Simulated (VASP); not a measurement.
# W (Fm-3m) in VASP: further runs, part 3 of 3

VASP 6.6.1.

## 5. Relaxation of cell and atoms, PBE

This run uses another cell than the first one, of 15.85 Å³/atom, 0.963 times its volume.

Contents of INCAR:

```
ALGO     = Normal         # electronic algorithm
EDIFF    = 1E-6           # SCF threshold, eV
EDIFFG   = -0.01          # ionic threshold
ENCUT    = 600            # plane-wave cutoff, eV
GGA      = PE             # functional
IBRION   = 2              # ionic algorithm
ISIF     = 3              # what is computed and relaxed
ISMEAR   = -1             # smearing method
LASPH    = True           # aspherical terms in the spheres
LCHARG   = False          # write CHGCAR
LREAL    = False          # projectors in reciprocal space
LWAVE    = False          # write WAVECAR
NELM     = 100            # most SCF steps
NSW      = 80             # ionic steps
PREC     = Accurate       # precision mode
SIGMA    = 0.1            # smearing width, eV
```

Contents of KPOINTS:

```
k-points
0
Gamma
  14 14 14
```

Contents of POSCAR:

```
W
1.0
    0.0000000000      1.9936234741      1.9936234741
    1.9936234741      0.0000000000      1.9936234741
    1.9936234741      1.9936234741      0.0000000000
W
1
Direct
    0.0000000000      0.0000000000      0.0000000000
```

Potentials or basis: VASP PAW PBE potentials, release 64 (W_sv).

Run with:

```console
cat potpaw_PBE.64/W_sv/POTCAR > POTCAR
mpirun -np 1 vasp_std > vasp.out
```

OUTCAR:

```text
EDIFF = 1E-6
   EDIFFG = -0.01
   ENCUT = 600
   GGA = PE
   IBRION = 2
   ISIF = 3
   ISMEAR = -1
   LASPH = True
   LREAL = False
   NELM = 100
   NSW = 80
   PREC = Accurate

 ion  position               nearest neighbor table
   1  0.000  0.000  0.000-

  LATTYP: Found a face centered cubic cell.
 ALAT       =     3.9872469482

  Lattice vectors:

 A1 = (   0.0000000000,   1.9936234741,   1.9936234741)
 A2 = (   1.9936234741,   0.0000000000,   1.9936234741)
 A3 = (   1.9936234741,   1.9936234741,   0.0000000000)

Analysis of symmetry for initial positions (statically):
=====================================================================
 Subroutine PRICEL returns:
 Original cell was already a primitive cell.

 Routine SETGRP: Setting up the symmetry group for a
 face centered cubic supercell.

 Subroutine GETGRP returns: Found 48 space group operations
 (whereof 48 operations were pure point group operations)
 out of a pool of 48 trial point group operations.

The static configuration has the point symmetry O_h .

Analysis of symmetry for dynamics (positions and initial velocities):
=====================================================================
 Subroutine PRICEL returns:
 Original cell was already a primitive cell.

 Routine SETGRP: Setting up the symmetry group for a
 face centered cubic supercell.

 Subroutine GETGRP returns: Found 48 space group operations
 (whereof 48 operations were pure point group operations)
 out of a pool of 48 trial point group operations.

The dynamic configuration has the point symmetry O_h .

 Subroutine INISYM returns: Found 48 space group operations
 (whereof 48 operations are pure point group operations),
 and found     1 'primitive' translations

----------------------------------------------------------------------------------------

                                     Primitive cell

  volume of cell :      15.8475

  direct lattice vectors                    reciprocal lattice vectors
     0.000000000  1.993623474  1.993623474    -0.250799615  0.250799615  0.250799615
     1.993623474  0.000000000  1.993623474     0.250799615 -0.250799615  0.250799615
     1.993623474  1.993623474  0.000000000     0.250799615  0.250799615 -0.250799615

  length of vectors
     2.819409355  2.819409355  2.819409355     0.434397676  0.434397676  0.434397676

  position of ions in fractional coordinates (direct lattice)
     0.000000000  0.000000000  0.000000000

  ion indices of the primitive-cell ions
   primitive index   ion index
                 1           1

----------------------------------------------------------------------------------------

 KPOINTS: k-points

Automatic generation of k-mesh.
 Grid dimensions read from file:
 generate k-points for:   14   14   14

 Generating k-lattice:

  Cartesian coordinates                     Fractional coordinates (reciprocal lattice)
    -0.017914258  0.017914258  0.017914258     0.071428571  0.000000000  0.000000000
     0.017914258 -0.017914258  0.017914258     0.000000000  0.071428571  0.000000000
     0.017914258  0.017914258 -0.017914258     0.000000000  0.000000000  0.071428571

  Length of vectors
     0.031028405  0.031028405  0.031028405

  Shift w.r.t. Gamma in fractional coordinates (k-lattice)
     0.000000000  0.000000000  0.000000000

 Subroutine IBZKPT returns following result:
 ===========================================

 Found    104 irreducible k-points:

 Following reciprocal coordinates:
            Coordinates               Weight
  0.000000  0.000000  0.000000      1.000000
  0.071429  0.000000  0.000000      8.000000
  0.142857  0.000000  0.000000      8.000000
  0.214286  0.000000  0.000000      8.000000
  0.285714  0.000000  0.000000      8.000000
  0.357143  0.000000  0.000000      8.000000
[... 16 lines left out ...]
  0.214286  0.142857  0.000000     24.000000
  0.285714  0.142857  0.000000     24.000000
 [... further k-points ...]
   k-points           NKPTS =    104   k-points in BZ     NKDIM =    104   number of bands    NBANDS=     11
   number of dos      NEDOS =    301   number of ions     NIONS =      1
   total plane-waves  NPLWV =  13824
   dimension x,y,z NGX =    24 NGY =   24 NGZ =   24
   dimension x,y,z NGXF=    48 NGYF=   48 NGZF=   48
   ions per type =               1
   NGX,Y,Z   is equivalent  to a cutoff of  14.15, 14.15, 14.15 a.u.
   NGXF,Y,Z  is equivalent  to a cutoff of  28.30, 28.30, 28.30 a.u.
 SYSTEM =  unknown system
   PREC   = accura    normal or accurate (medium, high low for compatibility)
   ISTART =      0    job   : 0-new  1-cont  2-samecut
   ICHARG =      2    charge: 1-file 2-atom 10-const
   ISPIN  =      1    spin polarized calculation?
   LNONCOLLINEAR =      F non collinear calculations
   LSORBIT =      F    spin-orbit coupling
   LASPH  =      T    aspherical Exc in radial PAW
   ENCUT  =  600.0 eV  44.10 Ry    6.64 a.u.   5.63  5.63  5.63*2*pi/ulx,y,z
   NELM   =    100;   NELMIN=  2; NELMDL= -5     # of ELM steps
   EDIFF  = 0.1E-05   stopping-criterion for ELM
   LREAL  =      F    real-space projection
   EDIFFG = -.1E-01   stopping-criterion for IOM
   NSW    =     80    number of steps for IOM
   IBRION =      2    ionic relax: 0-MD 1-quasi-New 2-CG
   NFREE  =      1    steps in history (QN), initial steepest desc. (CG)
   ISIF   =      3    stress and relaxation
   ISYM   =      2    0-nonsym 1-usesym 2-fastsym
   POTIM  = 0.5000    time-step for ionic-motion
   TEBEG  =    0.0;   TEEND  =   0.0 temperature during run
   PSTRESS=    0.0 pullay stress
   NELECT =      14.0000    total number of electrons
   NUPDOWN=      -1.0000    fix difference up-down
   EMIN   =  10.00;   EMAX   =-10.00  energy-range for DOS
   EFERMI =   0.00;   METHOD = LEGACY
   ISMEAR =    -1;   SIGMA  =   0.10  broadening in eV -4-tet -1-fermi 0-gaus
   EFERMI_NEDOS =   21; number of points for ismear=-14 and -15
   IALGO  =     38    algorithm
   IMIX   =      4    mixing-type and parameters
     AMIX     =   0.40;   BMIX     =  1.00
     AMIX_MAG =   1.60;   BMIX_MAG =  1.00
  volume/ion in A,a.u.               =      15.85       106.94
  Fermi-wavevector in a.u.,A,eV,Ry     =   1.570837  2.968451 33.572756  2.467528
  Thomas-Fermi vector in A             =   2.672510
   LORBIT       =      0    0 simple, 1 ext, 2 COOP (PROOUT), +10 PAW based schemes
   GGA     = PE    functional components
   LHFCALC =     F    Hartree Fock is set to
   AEXX    =    0.0000 exact exchange contribution
   IVDW    =     0    specifies the selected vdW correction
   LEPSILON=     F    determine dielectric tensor
   LRPA    =     F    only Hartree local field effects (RPA)
 conjugate gradient relaxation of ions
 non-spin polarized calculation
  energy-cutoff  :      600.00
  volume of cell :       15.85
 maximum number of plane-waves:       544
   NGX = 11   NGY = 11   NGZ = 11

--------------------------------------- Ionic step        1  -------------------------------------------

 number of electron      13.9999999 magnetization

 Free energy of the ion-electron system (eV)
  ---------------------------------------------------
  ext. energy  EPLUGINS =         0.00000000
  ---------------------------------------------------
  free energy    TOTEN  =       -12.46874099 eV

  energy without entropy =      -12.43047695  energy(sigma->0) =      -12.44960897

------------------------ aborting loop because EDIFF is reached ----------------------------------------

  FORCE on cell =-STRESS in cart. coord.  units (eV):
  Direction    XX          YY          ZZ          XY          YZ          ZX
  --------------------------------------------------------------------------------------
  -------------------------------------------------------------------------------------
  Total        1.2175822      1.2175822      1.2175822     -0.0000000      0.0000000      0.0000000
  in kB      123.0975626    123.0975626    123.0975626     -0.0000000      0.0000000      0.0000000
  external PRESSURE =     123.0975626 kB  Pullay stress =       0.0000000 kB
[... 22 lines left out ...]
--------------------------------------- Ionic step        2  -------------------------------------------

 number of electron      14.0000002 magnetization

 E-fermi :   8.7335     XC(G=0): -12.6919

 val. band max:        8.6993212803   @ k =   0.2143   0.0000   0.0000
 cond. band min:       8.7353653372   @ k =  -0.3571   0.1429   0.0000
 fundamental gap:      0.0360440569
 Fermi energy:         8.7335027844

 k-point     1 :       0.0000    0.0000    0.0000
  band No.  band energies     occupation
      1     -65.2403      2.00000
      2     -29.0051      2.00000
      3     -29.0051      2.00000
      4     -29.0051      2.00000
      5       0.4476      2.00000
      6       8.2936      1.97572
      7       8.2936      1.97572
      8       8.2936      1.97572
      9      10.8542      0.00000
     10      10.8542      0.00000
     11      21.3017      0.00000
[... 391 lines left out ...]
--------------------------------------- Ionic step        4  -------------------------------------------

 number of electron      14.0000002 magnetization

 Free energy of the ion-electron system (eV)
  ---------------------------------------------------
  ext. energy  EPLUGINS =         0.00000000
  ---------------------------------------------------
  free energy    TOTEN  =       -12.49263112 eV

  energy without entropy =      -12.45251377  energy(sigma->0) =      -12.47257244

 E-fermi :  10.4215     XC(G=0): -13.4077

 val. band max:       10.4122104212   @ k =  -0.1429   0.0714   0.0000
 cond. band min:      10.4381741463   @ k =   0.2143   0.1429   0.0714
 fundamental gap:      0.0259637251
 Fermi energy:        10.4214638707

 k-point     1 :       0.0000    0.0000    0.0000
  band No.  band energies     occupation
      1     -63.2618      2.00000
      2     -26.8989      2.00000
      3     -26.8989      2.00000
      4     -26.8989      2.00000
      5       1.4546      2.00000
      6       9.8697      1.99200
      7       9.8697      1.99200
      8       9.8697      1.99200
      9      12.9727      0.00000
     10      12.9727      0.00000
     11      23.2008      0.00000
[... 350 lines left out ...]
  FREE ENERGIE OF THE ION-ELECTRON SYSTEM (eV)
  ---------------------------------------------------
  free  energy   TOTEN  =       -12.4926311207 eV

  energy  without entropy=      -12.4525137671  energy(sigma->0) =      -12.47257244

 reached required accuracy - stopping structural energy minimisation
```

Run time: 28 s. Hardware: 1 thread of Intel Xeon Platinum 8488C (Sapphire Rapids), shared host; peak memory 0.16 GiB.

Results:

| Item | Value |
| --- | --- |
| Free energy | -12.4926 eV |
| Relaxed volume | 16.49 Å³/atom |
| Relaxed cell | a = 2.857 Å, b = 2.857 Å, c = 2.857 Å, α = 60.00°, β = 60.00°, γ = 60.00° |
| Space group after relaxing (to 0.05 Å) | Fm-3m (No. 225) |
| Energy gained by relaxing | 23.9 meV/atom |
| Ionic steps | 4 |
| Pressure after relaxing | 0.0 GPa |
| Band gap on the k mesh | zero (band 7 reaches 13.44 eV, above the bottom of band 8 at 9.87 eV) |

Step by step:
| step | energy change (eV) | largest force (eV/Å) | pressure (GPa) | volume (Å³) |
| --- | --- | --- | --- | --- |
| 1 | 0.0000 | 0.0000 | 12.31 | 15.85 |
| 2 | 0.2065 | 0.0000 | -28.43 | 18.81 |
| 3 | -0.0238 | 0.0000 | -0.63 | 16.53 |
| 4 | -0.0239 | 0.0000 | -0.04 | 16.49 |

Final structure:
```cif
data_structure
_symmetry_space_group_name_H-M 'P 1'
_symmetry_Int_Tables_number 1
_cell_length_a 2.8572
_cell_length_b 2.8572
_cell_length_c 2.8572
_cell_angle_alpha 60.000
_cell_angle_beta 60.000
_cell_angle_gamma 60.000
_cell_volume 16.49
loop_
_atom_site_label
_atom_site_type_symbol
_atom_site_fract_x
_atom_site_fract_y
_atom_site_fract_z
_atom_site_occupancy
W1 W 0.00000 0.00000 0.00000 1
```

Caveat: spin-orbit coupling is left out, which moves the levels of the heavy elements.

## 6. Single point, PBE (volume scaled by 0.92)

Contents of INCAR:

```
SYSTEM = W
PREC     = Accurate       ! precision mode
ENCUT    = 520            ! plane-wave cutoff, eV
EDIFF    = 1E-7           ! SCF threshold, eV
ISMEAR   = -1             ! smearing method
SIGMA    = 0.1            ! smearing width, eV
LREAL    = .False.        ! projectors in reciprocal space
LASPH    = .True.         ! aspherical terms in the spheres
NELM     = 100            ! most SCF steps
ALGO     = Normal         ! electronic algorithm
ISIF     = 2              ! what is computed and relaxed
LWAVE    = .False.        ! write WAVECAR
LCHARG   = .True.         ! write CHGCAR
GGA      = PE             ! functional
LELF     = .True.         ! ELF
LVHAR    = .True.       
NBANDS   = 13             ! bands
```

Contents of KPOINTS:

```
regular mesh
0
Gamma
  22 22 22
  0 0 0
```

Contents of POSCAR:

```
W
1.0
    0.0000000000      1.9636685796      1.9636685796
    1.9636685796      0.0000000000      1.9636685796
    1.9636685796      1.9636685796      0.0000000000
W
1
Direct
    0.0000000000      0.0000000000      0.0000000000
```

Potentials or basis: VASP PAW PBE potentials, release 64 (W_sv).

Run with:

```console
cat potpaw_PBE.64/W_sv/POTCAR > POTCAR
mpirun -np 1 vasp_std > vasp.out
```

Run time: 34 s. Hardware: 1 thread of Intel Xeon Platinum 8488C (Sapphire Rapids), shared host; peak memory 0.18 GiB.

The run converged. Its results:

```
Free energy            : -12.3804 eV
Pressure               : 28.6 GPa
Band gap on the k mesh : zero (band 7 reaches 15.18 eV, above the bottom of band 8 at 10.96 eV)
```

Levels at points of the mesh, in eV from the Fermi level:
```tsv
k point	band 4	band 5	band 6	band 7	band 8	band 9	band 10	band 11
(0.00, 0.00, 0.00)	-37.04	-9.41	-0.67	-0.67	-0.67	2.83	2.83	12.87
(0.50, 0.00, 0.00)	-37.24	-6.06	-0.93	-0.93	0.90	5.62	5.62	11.55
(0.50, 0.50, 0.00)	-37.58	-6.09	-5.06	3.54	5.59	6.46	6.46	12.45
```

Caveat: the cell differs from its parent crystal (volume scaled by 0.92); spin-orbit coupling is left out, which moves the levels of the heavy elements.

## 7. The runs side by side

```csv
task,cell,k mesh,cutoff (eV),gap on the mesh (eV),pressure (GPa)
single point,"a = 2.855 Å, angles 60.0°, 1 atom",7 × 7 × 7,500,none,1.8
single point,"a = 2.855 Å, angles 60.0°, 1 atom",14 × 14 × 14,520,none,0.5
single point,"a = 2.736 Å, angles 60.0°, 1 atom",22 × 22 × 22,520,none,47.6
relaxation of cell and atoms,"relaxed from a = 2.819 Å, angles 60.0°, 1 atom",14 × 14 × 14,600,none,0.0
single point,"a = 2.777 Å, angles 60.0°, 1 atom",22 × 22 × 22,520,none,28.6
```

Alike in all rows: level PBE; potentials or basis VASP PAW PBE potentials, release 64 (W_sv); no spin polarisation; smearing fermi-dirac 0.1 eV.

Caveats: some runs use coarse meshes; spin-orbit coupling is left out, which moves the levels of the heavy elements.

Total energies depend on the potentials used, so only differences within one code and one set of settings carry meaning.
